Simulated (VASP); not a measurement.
Input of a VASP 6.6.1 run:

File POSCAR:

```
BN
1.0
    2.3496244336      0.0000000000      0.0000000000
   -1.1748122168      2.0348344488      0.0000000000
    0.0000000000      0.0000000000      4.0577808000
B N
2 2
Direct
    0.6666666667      0.3333333333      0.9997240000
    0.3333333333      0.6666666667      0.4997240000
    0.6666666667      0.3333333333      0.6252760000
    0.3333333333      0.6666666667      0.1252760000
```

Contents of INCAR.step1:

```
PREC = Accurate
ENCUT = 520
ISMEAR = 0
SIGMA = 0.05
LREAL = False
LASPH = True
NELM = 80
NBANDS = 16
GGA = PE
ALGO = Normal
EDIFF = 1E-4
LWAVE = True
LCHARG = False
```

The input INCAR.step2:

```
PREC = Accurate
ENCUT = 520
EDIFF = 1E-6
ISMEAR = 0
SIGMA = 0.05
LREAL = False
LASPH = True
NELM = 80
ALGO = Normal
ISIF = 2
LWAVE = False
LCHARG = True
METAGGA = R2SCAN
LMIXTAU = True
LELF = True
LVHAR = True
NBANDS = 16
ISTART = 1
```

File KPOINTS:

```
Automatic mesh
0
Gamma
  12 12 6
```

Potentials or basis: VASP PAW PBE potentials, release 64 (B, N).

The run is started by

```console
$ cat potpaw_PBE.64/B/POTCAR potpaw_PBE.64/N/POTCAR > POTCAR
$ cp INCAR.step1 INCAR
$ mpirun -np 1 vasp_std > vasp.out
$ cp INCAR.step2 INCAR
$ mpirun -np 1 vasp_std > vasp.out
```

Task: What does it give for the band gap on the k mesh?

Result: 5.11 eV, indirect (least direct gap 8.78 eV).

Task: Estimate the largest force.

Result: 0.598 eV/Å.

Task: Predict the pressure.

Result: 111.8 GPa.

Stress tensor (GPa, compression positive):
```
134.07   0.00   0.00
  0.00 134.07   0.00
  0.00   0.00  67.11
```

Caveat: the cell differs from its parent crystal (strain -0.080 along x and y, -0.040 along z); the PAW data sets were made with another functional, which shifts forces and pressure a little. A k mesh can miss the band edges.
